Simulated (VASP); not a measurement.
# HfC (Fm-3m) in VASP: single point with PBEsol

Aim: the single point of HfC with PBEsol.

Program: VASP 6.6.1. These are calculated values, not measurements. Logs are shortened: lines on timing, memory, paths and dates and some standing lists are left out, and cuts for length are marked.

## Step 1: The cell of the first run

It takes space group Fm-3m (No. 225, cubic). Conventional cell: a = 4.650 Å, b = 4.650 Å, c = 4.650 Å, α = 90.00°, β = 90.00°, γ = 90.00°. Within 3.1 Å of Hf (site symmetry m-3m) lie 6 C at 2.33 Å. C (site symmetry m-3m) has 6 Hf at 2.33 Å within 3.1 Å.

## Step 2: Single point, PBEsol

INCAR

```
PREC = Accurate ; ENCUT = 520
EDIFF = 1E-6 ; ISMEAR = 1
SIGMA = 0.1 ; LREAL = False
LASPH = True ; NELM = 60
ALGO = Normal ; ISIF = 2
LWAVE = False ; LCHARG = False
GGA = PS ; NBANDS = 14
```

KPOINTS

```
regular mesh
0
Gamma
  11 11 11
```

POSCAR

```
HfC
1.0
    0.0000000000      2.3250000000      2.3250000000
    2.3250000000      0.0000000000      2.3250000000
    2.3250000000      2.3250000000      0.0000000000
Hf C
1 1
Direct
    0.5000000000      0.5000000000      0.5000000000
    0.0000000000      0.0000000000      0.0000000000
```

Potentials or basis: VASP PAW PBE potentials, release 64 (Hf_pv, C).

Run with:

```bash
> cat potpaw_PBE.64/Hf_pv/POTCAR potpaw_PBE.64/C/POTCAR > POTCAR
> mpirun -np 1 vasp_std > vasp.out
```

OUTCAR:

```text
PREC = Accurate
   ENCUT = 520
   EDIFF = 1E-6
   ISMEAR = 1
   LREAL = False
   LASPH = True
   NELM = 60
   ISIF = 2
   GGA = PS

 ion  position               nearest neighbor table
   1  0.500  0.500  0.500-   2 2.33   2 2.33   2 2.33   2 2.33   2 2.33   2 2.33
   2  0.000  0.000  0.000-   1 2.33   1 2.33   1 2.33   1 2.33   1 2.33   1 2.33

  LATTYP: Found a face centered cubic cell.
 ALAT       =     4.6500000000

  Lattice vectors:

 A1 = (   0.0000000000,   2.3250000000,   2.3250000000)
 A2 = (   2.3250000000,   0.0000000000,   2.3250000000)
 A3 = (   2.3250000000,   2.3250000000,   0.0000000000)

Analysis of symmetry for initial positions (statically):
=====================================================================
 Subroutine PRICEL returns:
 Original cell was already a primitive cell.

 Routine SETGRP: Setting up the symmetry group for a
 face centered cubic supercell.

 Subroutine GETGRP returns: Found 48 space group operations
 (whereof 48 operations were pure point group operations)
 out of a pool of 48 trial point group operations.

The static configuration has the point symmetry O_h .

Analysis of symmetry for dynamics (positions and initial velocities):
=====================================================================
 Subroutine PRICEL returns:
 Original cell was already a primitive cell.

 Routine SETGRP: Setting up the symmetry group for a
 face centered cubic supercell.

 Subroutine GETGRP returns: Found 48 space group operations
 (whereof 48 operations were pure point group operations)
 out of a pool of 48 trial point group operations.

The dynamic configuration has the point symmetry O_h .

 Subroutine INISYM returns: Found 48 space group operations
 (whereof 48 operations are pure point group operations),
 and found     1 'primitive' translations

----------------------------------------------------------------------------------------

                                     Primitive cell

  volume of cell :      25.1362

  direct lattice vectors                    reciprocal lattice vectors
     0.000000000  2.325000000  2.325000000    -0.215053763  0.215053763  0.215053763
     2.325000000  0.000000000  2.325000000     0.215053763 -0.215053763  0.215053763
     2.325000000  2.325000000  0.000000000     0.215053763  0.215053763 -0.215053763

  length of vectors
     3.288046533  3.288046533  3.288046533     0.372484045  0.372484045  0.372484045

  position of ions in fractional coordinates (direct lattice)
     0.500000000  0.500000000  0.500000000
[... 77 lines left out ...]
   NELM   =     60;   NELMIN=  2; NELMDL= -5     # of ELM steps
   EDIFF  = 0.1E-05   stopping-criterion for ELM
   LREAL  =      F    real-space projection
[... 7 lines left out ...]
   TEBEG  =    0.0;   TEEND  =   0.0 temperature during run
   PSTRESS=    0.0 pullay stress
   NELECT =      14.0000    total number of electrons
   NUPDOWN=      -1.0000    fix difference up-down
   EMIN   =  10.00;   EMAX   =-10.00  energy-range for DOS
   EFERMI =   0.00;   METHOD = LEGACY
   ISMEAR =     1;   SIGMA  =   0.10  broadening in eV -4-tet -1-fermi 0-gaus
   EFERMI_NEDOS =   21; number of points for ismear=-14 and -15
   IALGO  =     38    algorithm
   IMIX   =      4    mixing-type and parameters
     AMIX     =   0.40;   BMIX     =  1.00
     AMIX_MAG =   1.60;   BMIX_MAG =  1.00
  volume/ion in A,a.u.               =      12.57        84.81
  Fermi-wavevector in a.u.,A,eV,Ry     =   1.346949  2.545365 24.684672  1.814272
  Thomas-Fermi vector in A             =   2.474740
   LORBIT       =      0    0 simple, 1 ext, 2 COOP (PROOUT), +10 PAW based schemes
   GGA     = PS    functional components
   LHFCALC =     F    Hartree Fock is set to
   AEXX    =    0.0000 exact exchange contribution
   IVDW    =     0    specifies the selected vdW correction
   LEPSILON=     F    determine dielectric tensor
   LRPA    =     F    only Hartree local field effects (RPA)
 non-spin polarized calculation
 Methfessel and Paxton  Order N= 1 SIGMA  =   0.10
  energy-cutoff  :      520.00
  volume of cell :       25.14
 maximum number of plane-waves:       690
   NGX = 13   NGY = 13   NGZ = 13

 number of electron      14.0000000 magnetization

 Free energy of the ion-electron system (eV)
  ---------------------------------------------------
  ext. energy  EPLUGINS =         0.00000000
  ---------------------------------------------------
  free energy    TOTEN  =       -22.17802071 eV

  energy without entropy =      -22.17746563  energy(sigma->0) =      -22.17783568

 E-fermi :   5.8922     XC(G=0): -12.4207

 val. band max:        5.6991479874   @ k =   0.4545   0.4545   0.0000
 cond. band min:       5.9142504271   @ k =   0.1818   0.1818   0.0000
 fundamental gap:      0.2151024396
 Fermi energy:         5.8921853077

 k-point     1 :       0.0000    0.0000    0.0000
  band No.  band energies     occupation
      1     -23.6965      2.00000
      2     -23.6965      2.00000
      3     -23.6965      2.00000
      4      -6.4816      2.00000
      5       6.8348     -0.00000
      6       6.8348     -0.00000
      7       6.8348     -0.00000
      8       7.1500     -0.00000
      9       7.1500     -0.00000
     10       7.1500     -0.00000
     11       9.1688      0.00000
     12       9.1688      0.00000
     13      12.6369      0.00000
     14      16.7508      0.00000
[... 377 lines left out ...]
      1     -24.0770      2.00000
      2     -23.8468      2.00000
      3     -23.7262      2.00000
      4      -4.6092      2.00000
      5       2.1810      2.00000
      6       3.5733      2.00000
      7       3.9155      2.00000
      8       8.4609      0.00000
      9       9.5933      0.00000
     10      10.5594      0.00000
     11      11.4577      0.00000
     12      15.3977      0.00000
     13      15.4466      0.00000
     14      19.5717      0.00000

 [... further k-points ...]
[... 5 lines left out ...]
  --------------------------------------------------------------------------------------
  -------------------------------------------------------------------------------------
  Total       -1.0846510     -1.0846510     -1.0846510     -0.0000000      0.0000000     -0.0000000
  in kB      -69.1355977    -69.1355977    -69.1355977     -0.0000000      0.0000000     -0.0000000
  external PRESSURE =     -69.1355977 kB  Pullay stress =       0.0000000 kB

 VOLUME and BASIS-vectors are now :
 -----------------------------------------------------------------------------
  energy-cutoff  :      520.00
  volume of cell :       25.14
      direct lattice vectors                 reciprocal lattice vectors
     0.000000000  2.325000000  2.325000000    -0.215053763  0.215053763  0.215053763
     2.325000000  0.000000000  2.325000000     0.215053763 -0.215053763  0.215053763
     2.325000000  2.325000000  0.000000000     0.215053763  0.215053763 -0.215053763

 POSITION                                       TOTAL-FORCE (eV/Angst)
 -----------------------------------------------------------------------------------
      2.32500      2.32500      2.32500         0.000000      0.000000      0.000000
      0.00000      0.00000      0.00000        -0.000000     -0.000000     -0.000000
 -----------------------------------------------------------------------------------
    total drift:                                0.000000     -0.000000      0.000000

  FREE ENERGIE OF THE ION-ELECTRON SYSTEM (eV)
  ---------------------------------------------------
  free  energy   TOTEN  =       -22.1780207065 eV

  energy  without entropy=      -22.1774656298  energy(sigma->0) =      -22.17783568
```

Wall time 6.5 s (1 thread of Intel Xeon 6975P-C (Granite Rapids), shared host); peak memory 0.14 GiB.

What came out:

* Free energy: -22.1780 eV
* Pressure: -6.9 GPa
* Band gap on the k mesh: zero (band 7 reaches 6.83 eV, above the bottom of band 8 at 5.39 eV)

Caveat: the PAW data sets were made with another functional, which shifts forces and pressure a little; spin-orbit coupling is left out, which moves the levels of the heavy elements.
